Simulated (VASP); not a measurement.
A run of VASP 6.6.1 is set up as follows.

The input INCAR:

```
ALGO = Normal ; EDIFF = 1E-6
ENCUT = 520 ; GGA = PS
ISIF = 2 ; ISMEAR = -1
ISPIN = 2 ; LASPH = True
LCHARG = False ; LMAXMIX = 4
LORBIT = 11 ; LREAL = False
LWAVE = False ; MAGMOM = 2.5 2.5 2.5 2.5 2.5 2.5
NBANDS = 40 ; NELM = 150
PREC = Accurate ; SIGMA = 0.1
```

File KPOINTS:

```
k-points
0
Gamma
  6 6 6
```

Contents of POSCAR:

```
Co
1.0
    0.0000000000      3.2735819738      3.2735819738
    3.2735819738      0.0000000000      3.2735819738
    3.2735819738      3.2735819738      0.0000000000
Co
6
Direct
    0.2500000000      0.2500000000      0.2500000000
    0.0000000000      0.0000000000      0.0000000000
    0.6250000000      0.6250000000      0.1250000000
    0.6250000000      0.1250000000      0.6250000000
    0.1250000000      0.6250000000      0.6250000000
    0.6250000000      0.6250000000      0.6250000000
```

Potentials or basis: VASP PAW PBE potentials, release 64 (Co).

Run with:

```console
$ cat potpaw_PBE.64/Co/POTCAR > POTCAR
$ mpirun -np 1 vasp_std > vasp.out
```

Q: What does it give for the net moment?

A: 10.33 μB per cell.

Q: What does it give for the pressure?

A: -12.3 GPa.

Q: Estimate the site moments.

A: Co +1.81, +1.71 (each value once) μB.

Caveat: the cell stands under tension; the PAW data sets were made with another functional, which shifts forces and pressure a little.
